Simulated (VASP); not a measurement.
Input of a VASP 6.6.1 run:

POSCAR

```
Re
1.0
    0.0000000000      1.8861250000      1.9750000000
    2.0638750000      0.0000000000      1.9750000000
    2.0638750000      1.8861250000      0.0000000000
Re
1
Direct
    0.0000000000      0.0000000000      0.0000000000
```

Contents of INCAR.step1:

```
  PREC = Accurate
  ENCUT = 520
  ISMEAR = 0
  SIGMA = 0.15
  LREAL = False
  LASPH = True
  NELM = 80
  NBANDS = 10
  GGA = PE
  ALGO = Normal
  EDIFF = 1E-4
  LWAVE = True
  LCHARG = False
```

Contents of INCAR.step2:

```
  PREC = Accurate
  ENCUT = 520
  EDIFF = 1E-6
  ISMEAR = 0
  SIGMA = 0.15
  LREAL = False
  LASPH = True
  NELM = 80
  ALGO = Normal
  ISIF = 2
  LWAVE = False
  LCHARG = False
  METAGGA = R2SCAN
  LMIXTAU = True
  NBANDS = 10
  ISTART = 1
```

File KPOINTS:

```
Automatic mesh
0
Gamma
  20 20 20
```

Potentials or basis: VASP PAW PBE potentials, release 64 (Re).

Command:

```sh
$ cat potpaw_PBE.64/Re/POTCAR > POTCAR
$ cp INCAR.step1 INCAR
$ mpirun -np 1 vasp_std > vasp.out
$ cp INCAR.step2 INCAR
$ mpirun -np 1 vasp_std > vasp.out
```

Task: What does it give for the pressure?

Result: -14.2 GPa.

Task: Predict the band gap on the k mesh.

Result: Zero (an odd number of electrons rules out a gap without spin polarisation).

Stress tensor (GPa, compression positive):
```
-26.45   0.00   0.00
  0.00  -3.86   0.00
  0.00   0.00 -12.39
```

Caveat: the cell differs from its parent crystal (strain +0.0450 x Voigt [1, -1, 0, 0, 0, 0]); the stress differs along the axes, from -26 to -4 GPa; the PAW data sets were made with another functional, which shifts forces and pressure a little; spin-orbit coupling is left out, which moves the levels of the heavy elements.
